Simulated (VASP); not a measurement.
# ScAl (Pm-3m) in VASP: notebook

The runs below take ScAl through single point, with PBEsol.

Everything below comes from runs of VASP 6.6.1. Logs are shortened: lines on timing, memory, paths and dates and some standing lists are left out, and cuts for length are marked.

## (1) The cell of the first run

The structure is cubic, space group Pm-3m (No. 221). The conventional cell has a = 3.410 Å, b = 3.410 Å, c = 3.410 Å, α = 90.00°, β = 90.00°, γ = 90.00°. Within 3.9 Å of Sc (site symmetry m-3m) lie 8 Al at 2.95 Å and 6 Sc at 3.41 Å. Al (site symmetry m-3m) has 8 Sc at 2.95 Å and 6 Al at 3.41 Å within 3.9 Å.

## (2) Single point, PBEsol (19.83 Å³/atom)

The input, INCAR:

```
  PREC = Accurate
  ENCUT = 520
  EDIFF = 1E-6
  ISMEAR = 0
  SIGMA = 0.1
  LREAL = F
  LASPH = T
  NELM = 100
  ALGO = Normal
  ISIF = 2
  LWAVE = F
  LCHARG = F
  GGA = PS
  NBANDS = 14
```

The input, KPOINTS:

```
regular mesh
0
Gamma
  12 12 12
```

The input, POSCAR:

```
ScAl
1.0
    3.4099970961      0.0000000000      0.0000000000
    0.0000000000      3.4099970961      0.0000000000
    0.0000000000      0.0000000000      3.4099970961
Sc Al
1 1
Direct
    0.5000000000      0.5000000000      0.5000000000
    0.0000000000      0.0000000000      0.0000000000
```

Potentials or basis: VASP PAW PBE potentials, release 64 (Sc_sv, Al).

Run with:

```sh
> cat potpaw_PBE.64/Sc_sv/POTCAR potpaw_PBE.64/Al/POTCAR > POTCAR
> mpirun -np 1 vasp_std > vasp.out
```

OUTCAR:

```text
PREC = Accurate
   ENCUT = 520
   EDIFF = 1E-6
   ISMEAR = 0
   LREAL = F
   LASPH = T
   NELM = 100
   ISIF = 2
   GGA = PS

 ion  position               nearest neighbor table
   1  0.500  0.500  0.500-   2 2.95   2 2.95   2 2.95   2 2.95   2 2.95   2 2.95   2 2.95   2 2.95

   2  0.000  0.000  0.000-   1 2.95   1 2.95   1 2.95   1 2.95   1 2.95   1 2.95   1 2.95   1 2.95

  LATTYP: Found a simple cubic cell.
 ALAT       =     3.4099970961

  Lattice vectors:

 A1 = (   3.4099970961,   0.0000000000,   0.0000000000)
 A2 = (   0.0000000000,   3.4099970961,   0.0000000000)
 A3 = (   0.0000000000,   0.0000000000,   3.4099970961)

Analysis of symmetry for initial positions (statically):
=====================================================================
 Subroutine PRICEL returns:
 Original cell was already a primitive cell.

 Routine SETGRP: Setting up the symmetry group for a
 simple cubic supercell.

 Subroutine GETGRP returns: Found 48 space group operations
 (whereof 48 operations were pure point group operations)
 out of a pool of 48 trial point group operations.

The static configuration has the point symmetry O_h .

Analysis of symmetry for dynamics (positions and initial velocities):
=====================================================================
 Subroutine PRICEL returns:
 Original cell was already a primitive cell.

 Routine SETGRP: Setting up the symmetry group for a
 simple cubic supercell.

 Subroutine GETGRP returns: Found 48 space group operations
 (whereof 48 operations were pure point group operations)
 out of a pool of 48 trial point group operations.

The dynamic configuration has the point symmetry O_h .

 Subroutine INISYM returns: Found 48 space group operations
 (whereof 48 operations are pure point group operations),
 and found     1 'primitive' translations

----------------------------------------------------------------------------------------

                                     Primitive cell

  volume of cell :      39.6517

  direct lattice vectors                    reciprocal lattice vectors
     3.409997096  0.000000000  0.000000000     0.293255382  0.000000000  0.000000000
     0.000000000  3.409997096  0.000000000     0.000000000  0.293255382  0.000000000
     0.000000000  0.000000000  3.409997096     0.000000000  0.000000000  0.293255382

  length of vectors
     3.409997096  3.409997096  3.409997096     0.293255382  0.293255382  0.293255382

  position of ions in fractional coordinates (direct lattice)
     0.500000000  0.500000000  0.500000000
     0.000000000  0.000000000  0.000000000

  ion indices of the primitive-cell ions
   primitive index   ion index
                 1           1
                 2           2

----------------------------------------------------------------------------------------

 KPOINTS: regular mesh

Automatic generation of k-mesh.
 Grid dimensions read from file:
 generate k-points for:   12   12   12

 Generating k-lattice:

  Cartesian coordinates                     Fractional coordinates (reciprocal lattice)
     0.024437948  0.000000000  0.000000000     0.083333333  0.000000000  0.000000000
     0.000000000  0.024437948  0.000000000     0.000000000  0.083333333  0.000000000
     0.000000000  0.000000000  0.024437948     0.000000000  0.000000000  0.083333333

  Length of vectors
     0.024437948  0.024437948  0.024437948

  Shift w.r.t. Gamma in fractional coordinates (k-lattice)
     0.000000000  0.000000000  0.000000000

 Subroutine IBZKPT returns following result:
 ===========================================

 Found     84 irreducible k-points:

 Following reciprocal coordinates:
            Coordinates               Weight
  0.000000  0.000000  0.000000      1.000000
  0.083333  0.000000  0.000000      6.000000
  0.166667  0.000000  0.000000      6.000000
  0.250000  0.000000  0.000000      6.000000
  0.333333  0.000000  0.000000      6.000000
  0.416667  0.000000  0.000000      6.000000
[... 16 lines left out ...]
  0.333333  0.333333  0.000000     12.000000
  0.416667  0.333333  0.000000     24.000000
 [... further k-points ...]
   k-points           NKPTS =     84   k-points in BZ     NKDIM =     84   number of bands    NBANDS=     14
   number of dos      NEDOS =    301   number of ions     NIONS =      2
   total plane-waves  NPLWV =  21952
   dimension x,y,z NGX =    28 NGY =   28 NGZ =   28
   dimension x,y,z NGXF=    56 NGYF=   56 NGZF=   56
   ions per type =               1   1
   NGX,Y,Z   is equivalent  to a cutoff of  13.65, 13.65, 13.65 a.u.
   NGXF,Y,Z  is equivalent  to a cutoff of  27.30, 27.30, 27.30 a.u.
 SYSTEM =  unknown system
   PREC   = accura    normal or accurate (medium, high low for compatibility)
   ISTART =      0    job   : 0-new  1-cont  2-samecut
   ICHARG =      2    charge: 1-file 2-atom 10-const
   ISPIN  =      1    spin polarized calculation?
   LNONCOLLINEAR =      F non collinear calculations
   LSORBIT =      F    spin-orbit coupling
   LASPH  =      T    aspherical Exc in radial PAW
   ENCUT  =  520.0 eV  38.22 Ry    6.18 a.u.   6.34  6.34  6.34*2*pi/ulx,y,z
   NELM   =    100;   NELMIN=  2; NELMDL= -5     # of ELM steps
   EDIFF  = 0.1E-05   stopping-criterion for ELM
   LREAL  =      F    real-space projection
   EDIFFG = 0.1E-04   stopping-criterion for IOM
   NSW    =      0    number of steps for IOM
   IBRION =     -1    ionic relax: 0-MD 1-quasi-New 2-CG
   NFREE  =      0    steps in history (QN), initial steepest desc. (CG)
   ISIF   =      2    stress and relaxation
   ISYM   =      2    0-nonsym 1-usesym 2-fastsym
   POTIM  = 0.5000    time-step for ionic-motion
   TEBEG  =    0.0;   TEEND  =   0.0 temperature during run
   PSTRESS=    0.0 pullay stress
   NELECT =      14.0000    total number of electrons
   NUPDOWN=      -1.0000    fix difference up-down
   EMIN   =  10.00;   EMAX   =-10.00  energy-range for DOS
   EFERMI =   0.00;   METHOD = LEGACY
   ISMEAR =     0;   SIGMA  =   0.10  broadening in eV -4-tet -1-fermi 0-gaus
   EFERMI_NEDOS =   21; number of points for ismear=-14 and -15
   IALGO  =     38    algorithm
   IMIX   =      4    mixing-type and parameters
     AMIX     =   0.40;   BMIX     =  1.00
     AMIX_MAG =   1.60;   BMIX_MAG =  1.00
  volume/ion in A,a.u.               =      19.83       133.79
  Fermi-wavevector in a.u.,A,eV,Ry     =   1.157080  2.186565 18.215954  1.338835
  Thomas-Fermi vector in A             =   2.293695
   LORBIT       =      0    0 simple, 1 ext, 2 COOP (PROOUT), +10 PAW based schemes
   GGA     = PS    functional components
   LHFCALC =     F    Hartree Fock is set to
   AEXX    =    0.0000 exact exchange contribution
   IVDW    =     0    specifies the selected vdW correction
   LEPSILON=     F    determine dielectric tensor
   LRPA    =     F    only Hartree local field effects (RPA)
 non-spin polarized calculation
 Gauss-broadening in eV      SIGMA  =   0.10
  energy-cutoff  :      520.00
  volume of cell :       39.65
 maximum number of plane-waves:      1081
 NGX is ok and might be reduce to    28
   NGX = 13   NGY = 13   NGZ = 13

 number of electron      13.9999997 magnetization

 Free energy of the ion-electron system (eV)
  ---------------------------------------------------
  ext. energy  EPLUGINS =         0.00000000
  ---------------------------------------------------
  free energy    TOTEN  =       -11.59645348 eV

  energy without entropy =      -11.59224597  energy(sigma->0) =      -11.59434972

 E-fermi :   5.6821     XC(G=0): -10.2662

 val. band max:        5.6452017663   @ k =   0.5000   0.4167   0.1667
 cond. band min:       5.7037432671   @ k =   0.3333   0.0000   0.0000
 fundamental gap:      0.0585415008
 Fermi energy:         5.6820879424

 k-point     1 :       0.0000    0.0000    0.0000
  band No.  band energies     occupation
      1     -43.6331      2.00000
      2     -22.3080      2.00000
      3     -22.3080      2.00000
      4     -22.3080      2.00000
      5      -2.6218      2.00000
      6       5.0805      2.00000
      7       5.0805      2.00000
      8       8.3017      0.00000
      9       8.3017      0.00000
     10       8.3017      0.00000
     11       9.2928      0.00000
     12       9.2928      0.00000
     13       9.2928      0.00000
     14      14.1231      0.00000

 k-point     2 :       0.0833    0.0000    0.0000
  band No.  band energies     occupation
      1     -43.6322      2.00000
      2     -22.3189      2.00000
      3     -22.3071      2.00000
      4     -22.3071      2.00000
      5      -2.5253      2.00000
      6       4.9785      2.00000
      7       5.1288      2.00000
      8       7.9895      0.00000
      9       7.9895      0.00000
     10       8.3157      0.00000
     11       9.0074      0.00000
     12       9.6715      0.00000
     13       9.6715      0.00000
     14      13.9601      0.00000

 k-point     3 :       0.1667    0.0000    0.0000
  band No.  band energies     occupation
      1     -43.6299      2.00000
      2     -22.3484      2.00000
      3     -22.3045      2.00000
      4     -22.3045      2.00000
      5      -2.2398      2.00000
      6       4.5849      2.00000
      7       5.2668      2.00000
      8       7.4983      0.00000
      9       7.4983      0.00000
     10       8.3542      0.00000
     11       8.6030      0.00000
     12      10.3677      0.00000
     13      10.3677      0.00000
     14      13.5175      0.00000
[... 324 lines left out ...]
 k-point    23 :       0.3333    0.3333    0.0000
  band No.  band energies     occupation
      1     -43.6142      2.00000
      2     -22.4141      2.00000
      3     -22.4102      2.00000
      4     -22.2868      2.00000
      5      -0.0015      2.00000
      6       3.5436      2.00000
      7       4.1068      2.00000
      8       6.2240      0.00000
      9       7.0677      0.00000
     10       7.4457      0.00000
     11       9.1381      0.00000
     12      10.1129      0.00000
     13      11.9480      0.00000
     14      12.8702      0.00000

 k-point    24 :       0.4167    0.3333    0.0000
  band No.  band energies     occupation
      1     -43.6119      2.00000
      2     -22.4398      2.00000
      3     -22.4082      2.00000
      4     -22.2843      2.00000
      5       0.4827      2.00000
      6       3.0292      2.00000
      7       4.3206      2.00000
      8       5.9563      0.00011
      9       7.0144      0.00000
     10       7.4267      0.00000
     11       9.1861      0.00000
     12      10.3556      0.00000
     13      11.3141      0.00000
     14      12.8470      0.00000

 [... further k-points ...]

------------------------ aborting loop because EDIFF is reached ----------------------------------------

  FORCE on cell =-STRESS in cart. coord.  units (eV):
  Direction    XX          YY          ZZ          XY          YZ          ZX
  --------------------------------------------------------------------------------------
  -------------------------------------------------------------------------------------
  Total       -1.0118961     -1.0118961     -1.0118961     -0.0000000     -0.0000000      0.0000000
  in kB      -40.8869271    -40.8869271    -40.8869271     -0.0000000     -0.0000000      0.0000000
  external PRESSURE =     -40.8869271 kB  Pullay stress =       0.0000000 kB

 VOLUME and BASIS-vectors are now :
 -----------------------------------------------------------------------------
  energy-cutoff  :      520.00
  volume of cell :       39.65
      direct lattice vectors                 reciprocal lattice vectors
     3.409997096  0.000000000  0.000000000     0.293255382  0.000000000  0.000000000
     0.000000000  3.409997096  0.000000000     0.000000000  0.293255382  0.000000000
     0.000000000  0.000000000  3.409997096     0.000000000  0.000000000  0.293255382

 POSITION                                       TOTAL-FORCE (eV/Angst)
 -----------------------------------------------------------------------------------
      1.70500      1.70500      1.70500         0.000000      0.000000      0.000000
      0.00000      0.00000      0.00000         0.000000      0.000000      0.000000
 -----------------------------------------------------------------------------------
    total drift:                                0.000000      0.000000      0.000000

  FREE ENERGIE OF THE ION-ELECTRON SYSTEM (eV)
  ---------------------------------------------------
  free  energy   TOTEN  =       -11.5964534752 eV

  energy  without entropy=      -11.5922459718  energy(sigma->0) =      -11.59434972
```

Wall time 23 s (1 thread of Intel Xeon Platinum 8488C (Sapphire Rapids), shared host); peak memory 0.19 GiB.

What came out:

* Free energy: -11.5965 eV
* Pressure: -4.1 GPa
* Band gap on the k mesh: zero (bands 7 and 8 overlap by 1.17 eV)

Levels at points of the mesh, in eV from the Fermi level:
| k point | band 5 | band 6 | band 7 | band 8 | band 9 | band 10 |
| --- | --- | --- | --- | --- | --- | --- |
| (0.00, 0.00, 0.00) | -8.30 | -0.60 | -0.60 | 2.62 | 2.62 | 2.62 |
| (0.50, 0.00, 0.00) | -5.60 | -4.46 | 0.29 | 0.77 | 0.77 | 2.84 |
| (0.50, 0.50, 0.00) | -4.61 | -1.82 | -1.82 | -0.81 | 1.50 | 1.50 |
| (0.50, 0.50, 0.50) | -2.44 | -2.44 | -2.44 | -0.58 | 2.81 | 2.81 |

Caveat: the cell stands under tension; the PAW data sets were made with another functional, which shifts forces and pressure a little.

## (3) Single point, PBEsol (20.57 Å³/atom)

This run uses another cell than the first one, of 20.57 Å³/atom.

The input, INCAR:

```
SYSTEM = ScAl
ALGO     = Normal         ! electronic algorithm
EDIFF    = 1E-6           ! SCF threshold, eV
ENCUT    = 520            ! plane-wave cutoff, eV
GGA      = PS             ! functional
ISIF     = 2              ! what is computed and relaxed
ISMEAR   = 0              ! smearing method
LASPH    = .True.         ! aspherical terms in the spheres
LCHARG   = .True.         ! write CHGCAR
LELF     = .True.         ! ELF
LREAL    = .False.        ! projectors in reciprocal space
LVHAR    = .True.       
LWAVE    = .False.        ! write WAVECAR
NBANDS   = 14             ! bands
NELM     = 80             ! most SCF steps
PREC     = Accurate       ! precision mode
SIGMA    = 0.1            ! smearing width, eV
```

The input, KPOINTS:

```
k-points
0
Gamma
  12 12 12
  0 0 0
```

The input, POSCAR:

```
ScAl
1.0
    3.4523616403      0.0000000000      0.0000000000
    0.0000000000      3.4523616403      0.0000000000
    0.0000000000      0.0000000000      3.4523616403
Sc Al
1 1
Direct
    0.5000000000      0.5000000000      0.5000000000
    0.0000000000      0.0000000000      0.0000000000
```

Potentials or basis: VASP PAW PBE potentials, release 64 (Sc_sv, Al).

Run with:

```sh
> cat potpaw_PBE.64/Sc_sv/POTCAR potpaw_PBE.64/Al/POTCAR > POTCAR
> mpirun -np 1 vasp_std > vasp.out
```

Run time: 23 s. Hardware: 1 thread of Intel Xeon Platinum 8488C (Sapphire Rapids), shared host; peak memory 0.18 GiB.

Results (log left out):

* Free energy: -11.5479 eV
* Pressure: -6.3 GPa
* Band gap on the k mesh: zero (bands 7 and 8 overlap by 1.15 eV)

Levels at points of the mesh, in eV from the Fermi level:
```tsv
k point	band 3	band 4	band 5	band 6	band 7	band 8	band 9	band 10	band 11	band 12
(0.00, 0.00, 0.00)	-28.10	-28.10	-8.16	-0.55	-0.55	2.51	2.51	2.51	3.46	3.46
(0.50, 0.00, 0.00)	-28.09	-28.09	-5.56	-4.37	0.29	0.74	0.74	2.71	3.49	5.98
(0.50, 0.50, 0.00)	-28.22	-28.08	-4.55	-1.82	-1.82	-0.80	1.45	1.45	3.39	4.39
(0.50, 0.50, 0.50)	-28.20	-28.20	-2.35	-2.35	-2.35	-0.74	2.70	2.70	2.70	3.45
```

Caveat: the cell stands under tension; the PAW data sets were made with another functional, which shifts forces and pressure a little.

The gap in the log of VASP goes by the Fermi energy; the results here count the filled bands.